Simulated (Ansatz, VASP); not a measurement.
## Ta in VASP and in Ansatz

```
Ta
1.0
    -1.66000    1.66000    1.66000
     1.66000   -1.66000    1.66000
     1.66000    1.66000   -1.66000
Ta
1
Direct
  0.00000 0.00000 0.00000
```

Alike in both runs: task single point; functional PBE; k mesh 8 × 8 × 8; occupations fermi-dirac, width 0.1 eV; no spin polarisation.

|  | VASP | Ansatz |
| --- | --- | --- |
| version | VASP 6.6.1 | Ansatz 0.2 development build |
| potentials or method | VASP PAW PBE potentials, release 64 (Ta_pv), cutoff 500 eV | all-electron full-potential LAPW, scalar-relativistic |

Ansatz gave:

* pressure (GPa): -1.6

Problem. Which values does VASP return?

Solution. Pressure (GPa): -1.4.

Ansatz ran all-electron here, and VASP with PAW potentials.

Neither program's run includes spin-orbit coupling.
